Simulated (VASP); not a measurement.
# Ni (Fm-3m) in VASP: single point with PBE

Aim: the single point of Ni with PBE.

Everything below comes from runs of VASP 6.6.1. Logs are shortened: lines on timing, memory, paths and dates and some standing lists are left out, and cuts for length are marked.

### 1 The cell of the first run

Symmetry: Fm-3m, No. 225, cubic system. Conventional cell: a = 3.519 Å, b = 3.519 Å, c = 3.519 Å, α = 90.00°, β = 90.00°, γ = 90.00°. Ni (site symmetry m-3m) has 12 Ni at 2.49 Å within 3.3 Å.

### 2 Single point, PBE, collinear spin, ferromagnetic start

INCAR reads:

```
SYSTEM = Ni
  PREC = Accurate
  ENCUT = 520
  EDIFF = 1E-6
  ISMEAR = 0
  SIGMA = 0.1
  LREAL = .FALSE.
  LASPH = .TRUE.
  NELM = 150
  ALGO = Normal
  ISIF = 2
  LWAVE = .FALSE.
  LCHARG = .FALSE.
  ISPIN = 2
  MAGMOM = 0.7
  LORBIT = 11
  LMAXMIX = 4
  GGA = PE
  NBANDS = 15
```

KPOINTS reads:

```
regular mesh
0
G
  36 36 36
  0 0 0
```

POSCAR reads:

```
Ni
1.0
    0.0000000000      1.7593449373      1.7593449373
    1.7593449373      0.0000000000      1.7593449373
    1.7593449373      1.7593449373      0.0000000000
Ni
1
Direct
    0.0000000000      0.0000000000      0.0000000000
```

Potentials or basis: VASP PAW PBE potentials, release 64 (Ni).

Command:

```sh
> cat potpaw_PBE.64/Ni/POTCAR > POTCAR
> mpirun -np 1 vasp_std > vasp.out
```

OUTCAR:

```text
SYSTEM = Ni
   PREC = Accurate
   ENCUT = 520
   EDIFF = 1E-6
   ISMEAR = 0
   LREAL = .FALSE.
   LASPH = .TRUE.
   NELM = 150
   ISIF = 2
   ISPIN = 2
   LORBIT = 11
   GGA = PE

 ion  position               nearest neighbor table
   1  0.000  0.000  0.000-

  LATTYP: Found a face centered cubic cell.
 ALAT       =     3.5186898746

  Lattice vectors:

 A1 = (   0.0000000000,   1.7593449373,   1.7593449373)
 A2 = (   1.7593449373,   0.0000000000,   1.7593449373)
 A3 = (   1.7593449373,   1.7593449373,   0.0000000000)

Analysis of symmetry for initial positions (statically):
=====================================================================
 Subroutine PRICEL returns:
 Original cell was already a primitive cell.

 Routine SETGRP: Setting up the symmetry group for a
 face centered cubic supercell.

 Subroutine GETGRP returns: Found 48 space group operations
 (whereof 48 operations were pure point group operations)
 out of a pool of 48 trial point group operations.

The static configuration has the point symmetry O_h .

Analysis of symmetry for dynamics (positions and initial velocities):
=====================================================================
 Subroutine PRICEL returns:
 Original cell was already a primitive cell.

 Routine SETGRP: Setting up the symmetry group for a
 face centered cubic supercell.

 Subroutine GETGRP returns: Found 48 space group operations
 (whereof 48 operations were pure point group operations)
 out of a pool of 48 trial point group operations.

The dynamic configuration has the point symmetry O_h .

Analysis of structural, dynamic, and magnetic symmetry:
=====================================================================
 Subroutine PRICEL returns:
 Original cell was already a primitive cell.

 Routine SETGRP: Setting up the symmetry group for a
 face centered cubic supercell.

 Subroutine GETGRP returns: Found 48 space group operations
 (whereof 48 operations were pure point group operations)
 out of a pool of 48 trial point group operations.

The overall configuration has the point symmetry O_h .

 Subroutine INISYM returns: Found 48 space group operations
 (whereof 48 operations are pure point group operations),
 and found     1 'primitive' translations

----------------------------------------------------------------------------------------

                                     Primitive cell

  volume of cell :      10.8914

  direct lattice vectors                    reciprocal lattice vectors
     0.000000000  1.759344937  1.759344937    -0.284196686  0.284196686  0.284196686
     1.759344937  0.000000000  1.759344937     0.284196686 -0.284196686  0.284196686
     1.759344937  1.759344937  0.000000000     0.284196686  0.284196686 -0.284196686

  length of vectors
     2.488089471  2.488089471  2.488089471     0.492243099  0.492243099  0.492243099

  position of ions in fractional coordinates (direct lattice)
     0.000000000  0.000000000  0.000000000

  ion indices of the primitive-cell ions
   primitive index   ion index
                 1           1

----------------------------------------------------------------------------------------

 KPOINTS: regular mesh

Automatic generation of k-mesh.
 Grid dimensions read from file:
 generate k-points for:   36   36   36

 Generating k-lattice:

  Cartesian coordinates                     Fractional coordinates (reciprocal lattice)
    -0.007894352  0.007894352  0.007894352     0.027777778  0.000000000  0.000000000
     0.007894352 -0.007894352  0.007894352     0.000000000  0.027777778  0.000000000
     0.007894352  0.007894352 -0.007894352     0.000000000  0.000000000  0.027777778

  Length of vectors
     0.013673419  0.013673419  0.013673419

  Shift w.r.t. Gamma in fractional coordinates (k-lattice)
     0.000000000  0.000000000  0.000000000

 Subroutine IBZKPT returns following result:
 ===========================================

 Found   1240 irreducible k-points:

 Following reciprocal coordinates:
            Coordinates               Weight
  0.000000  0.000000  0.000000      1.000000
  0.027778  0.000000  0.000000      8.000000
  0.055556  0.000000  0.000000      8.000000
  0.083333  0.000000  0.000000      8.000000
  0.111111  0.000000  0.000000      8.000000
  0.138889  0.000000  0.000000      8.000000
[... 16 lines left out ...]
  0.111111  0.027778  0.000000     24.000000
  0.138889  0.027778  0.000000     24.000000
 [... further k-points ...]
   k-points           NKPTS =   1240   k-points in BZ     NKDIM =   1240   number of bands    NBANDS=     15
   number of dos      NEDOS =    301   number of ions     NIONS =      1
   total plane-waves  NPLWV =   8000
   dimension x,y,z NGX =    20 NGY =   20 NGZ =   20
   dimension x,y,z NGXF=    40 NGYF=   40 NGZF=   40
   ions per type =               1
   NGX,Y,Z   is equivalent  to a cutoff of  13.36, 13.36, 13.36 a.u.
   NGXF,Y,Z  is equivalent  to a cutoff of  26.73, 26.73, 26.73 a.u.
 SYSTEM =  Ni
   PREC   = accura    normal or accurate (medium, high low for compatibility)
   ISTART =      0    job   : 0-new  1-cont  2-samecut
   ICHARG =      2    charge: 1-file 2-atom 10-const
   ISPIN  =      2    spin polarized calculation?
   LNONCOLLINEAR =      F non collinear calculations
   LSORBIT =      F    spin-orbit coupling
   LASPH  =      T    aspherical Exc in radial PAW
   ENCUT  =  520.0 eV  38.22 Ry    6.18 a.u.   4.63  4.63  4.63*2*pi/ulx,y,z
   NELM   =    150;   NELMIN=  2; NELMDL= -5     # of ELM steps
   EDIFF  = 0.1E-05   stopping-criterion for ELM
   LREAL  =      F    real-space projection
   EDIFFG = 0.1E-04   stopping-criterion for IOM
   NSW    =      0    number of steps for IOM
   IBRION =     -1    ionic relax: 0-MD 1-quasi-New 2-CG
   NFREE  =      0    steps in history (QN), initial steepest desc. (CG)
   ISIF   =      2    stress and relaxation
   ISYM   =      2    0-nonsym 1-usesym 2-fastsym
   POTIM  = 0.5000    time-step for ionic-motion
   TEBEG  =    0.0;   TEEND  =   0.0 temperature during run
   PSTRESS=    0.0 pullay stress
   NELECT =      10.0000    total number of electrons
   NUPDOWN=      -1.0000    fix difference up-down
   EMIN   =  10.00;   EMAX   =-10.00  energy-range for DOS
   EFERMI =   0.00;   METHOD = LEGACY
   ISMEAR =     0;   SIGMA  =   0.10  broadening in eV -4-tet -1-fermi 0-gaus
   EFERMI_NEDOS =   21; number of points for ismear=-14 and -15
   IALGO  =     38    algorithm
   IMIX   =      4    mixing-type and parameters
     AMIX     =   0.40;   BMIX     =  1.00
     AMIX_MAG =   1.60;   BMIX_MAG =  1.00
  volume/ion in A,a.u.               =      10.89        73.50
  Fermi-wavevector in a.u.,A,eV,Ry     =   1.591160  3.006856 34.447094  2.531790
  Thomas-Fermi vector in A             =   2.689743
   LORBIT       =     11    0 simple, 1 ext, 2 COOP (PROOUT), +10 PAW based schemes
   GGA     = PE    functional components
   LHFCALC =     F    Hartree Fock is set to
   AEXX    =    0.0000 exact exchange contribution
   IVDW    =     0    specifies the selected vdW correction
   LEPSILON=     F    determine dielectric tensor
   LRPA    =     F    only Hartree local field effects (RPA)
 spin polarized calculation
 Gauss-broadening in eV      SIGMA  =   0.10
  energy-cutoff  :      520.00
  volume of cell :       10.89
 maximum number of plane-waves:       306
   NGX =  9   NGY =  9   NGZ =  9

 number of electron      10.0000009 magnetization       0.6293450

 Free energy of the ion-electron system (eV)
  ---------------------------------------------------
  ext. energy  EPLUGINS =         0.00000000
  ---------------------------------------------------
  free energy    TOTEN  =        -5.47458095 eV

  energy without entropy =       -5.46580039  energy(sigma->0) =       -5.47019067

 E-fermi :   9.3643     XC(G=0): -13.2494

 val. band max:        9.3641805451   @ k =  -0.4722   0.4722   0.0556
 cond. band min:       9.3643749077   @ k =   0.4444   0.2222   0.0556
 fundamental gap:      0.0001943626
 Fermi energy:         9.3642901807

 spin component 1

 k-point     1 :       0.0000    0.0000    0.0000
  band No.  band energies     occupation
      1       0.3586      1.00000
      2       6.9259      1.00000
      3       6.9259      1.00000
      4       6.9259      1.00000
      5       8.1038      1.00000
      6       8.1038      1.00000
      7      33.0771      0.00000
      8      36.9287      0.00000
      9      36.9287      0.00000
     10      36.9287      0.00000
     11      39.8624      0.00000
     12      39.8624      0.00000
     13      39.8624      0.00000
     14      42.8309      0.00000
     15      49.1158      0.00000
[... 397 lines left out ...]
 k-point    24 :       0.1389    0.0278    0.0000
  band No.  band energies     occupation
      1       1.0315      1.00000
      2       6.7617      1.00000
      3       7.0596      1.00000
      4       7.0651      1.00000
      5       8.0126      1.00000
      6       8.1033      1.00000
      7      29.9384      0.00000
      8      33.8551      0.00000
      9      35.0046      0.00000
     10      36.7581      0.00000
     11      40.1256      0.00000
     12      41.9787      0.00000
     13      42.0768      0.00000
     14      44.6370      0.00000
     15      46.7225      0.00000

 [... further k-points ...]

 spin component 2

 k-point     1 :       0.0000    0.0000    0.0000
  band No.  band energies     occupation
      1       0.3233      1.00000
      2       7.6842      1.00000
      3       7.6842      1.00000
      4       7.6842      1.00000
      5       8.6898      1.00000
      6       8.6898      1.00000
      7      32.9129      0.00000
      8      36.9095      0.00000
      9      36.9095      0.00000
     10      36.9095      0.00000
     11      39.9638      0.00000
     12      39.9638      0.00000
     13      39.9638      0.00000
     14      42.7089      0.00000
     15      49.3142      0.00000
[... 397 lines left out ...]
 k-point    24 :       0.1389    0.0278    0.0000
  band No.  band energies     occupation
      1       0.9979      1.00000
      2       7.4964      1.00000
      3       7.8190      1.00000
      4       7.8231      1.00000
      5       8.5973      1.00000
      6       8.6942      1.00000
      7      29.9772      0.00000
      8      33.7596      0.00000
      9      35.0636      0.00000
     10      36.7688      0.00000
     11      40.1270      0.00000
     12      41.9603      0.00000
     13      42.0648      0.00000
     14      44.8068      0.00000
     15      46.8985      0.00000

 [... further k-points ...]

------------------------ aborting loop because EDIFF is reached ----------------------------------------

  FORCE on cell =-STRESS in cart. coord.  units (eV):
  Direction    XX          YY          ZZ          XY          YZ          ZX
  --------------------------------------------------------------------------------------
  -------------------------------------------------------------------------------------
  Total       -0.0043912     -0.0043912     -0.0043912     -0.0000000     -0.0000000      0.0000000
  in kB       -0.6459694     -0.6459694     -0.6459694     -0.0000000     -0.0000000      0.0000000
  external PRESSURE =      -0.6459694 kB  Pullay stress =       0.0000000 kB

 VOLUME and BASIS-vectors are now :
 -----------------------------------------------------------------------------
  energy-cutoff  :      520.00
  volume of cell :       10.89
      direct lattice vectors                 reciprocal lattice vectors
     0.000000000  1.759344937  1.759344937    -0.284196686  0.284196686  0.284196686
     1.759344937  0.000000000  1.759344937     0.284196686 -0.284196686  0.284196686
     1.759344937  1.759344937  0.000000000     0.284196686  0.284196686 -0.284196686

 POSITION                                       TOTAL-FORCE (eV/Angst)
 -----------------------------------------------------------------------------------
      0.00000      0.00000      0.00000         0.000000     -0.000000     -0.000000
 -----------------------------------------------------------------------------------
    total drift:                                0.000000      0.000000      0.000000

  FREE ENERGIE OF THE ION-ELECTRON SYSTEM (eV)
  ---------------------------------------------------
  free  energy   TOTEN  =        -5.4745809514 eV

  energy  without entropy=       -5.4658003930  energy(sigma->0) =       -5.47019067

 total charge

# of ion       s       p       d       tot
------------------------------------------
    1        0.497   0.497   8.314   9.308

 magnetization (x)

# of ion       s       p       d       tot
------------------------------------------
    1       -0.006  -0.025   0.673   0.642
```

Run time: 5.4 min. Hardware: 1 thread of Intel Xeon Platinum 8124M at 3.00GHz (Skylake/Cascade Lake), shared host; peak memory 0.39 GiB.

What came out:

| Item | Value |
| --- | --- |
| Free energy | -5.4746 eV |
| Pressure | -0.1 GPa |
| Net moment | 0.63 μB per cell |
| Site moments | Ni +0.64 μB |
| Valence electrons inside the program's atomic spheres | Ni 9.31 |

Levels at points of the mesh, in eV from the Fermi level:
Spin up:
```
           k point  band 1  band 2  band 3  band 4  band 5  band 6  band 7  band 8  band 9  band 10
(0.00, 0.00, 0.00)   -9.01   -2.44   -2.44   -2.44   -1.26   -1.26   23.71   27.56   27.56    27.56
(0.50, 0.00, 0.00)   -4.83   -2.42   -2.42   -0.61   -0.61   -0.29    5.65   22.20   24.65    24.65
(0.50, 0.50, 0.00)   -4.64   -4.20   -0.55   -0.48   -0.48    2.44    9.21   14.81   14.81    19.71
```
Spin down:
```csv
k point,band 1,band 2,band 3,band 4,band 5,band 6,band 7,band 8,band 9,band 10
"(0.00, 0.00, 0.00)",-9.04,-1.68,-1.68,-1.68,-0.67,-0.67,23.55,27.55,27.55,27.55
"(0.50, 0.00, 0.00)",-4.40,-1.80,-1.80,-0.36,0.15,0.15,6.08,22.06,24.74,24.74
"(0.50, 0.50, 0.00)",-4.30,-3.58,0.06,0.39,0.39,2.40,9.45,14.82,14.82,19.87
```
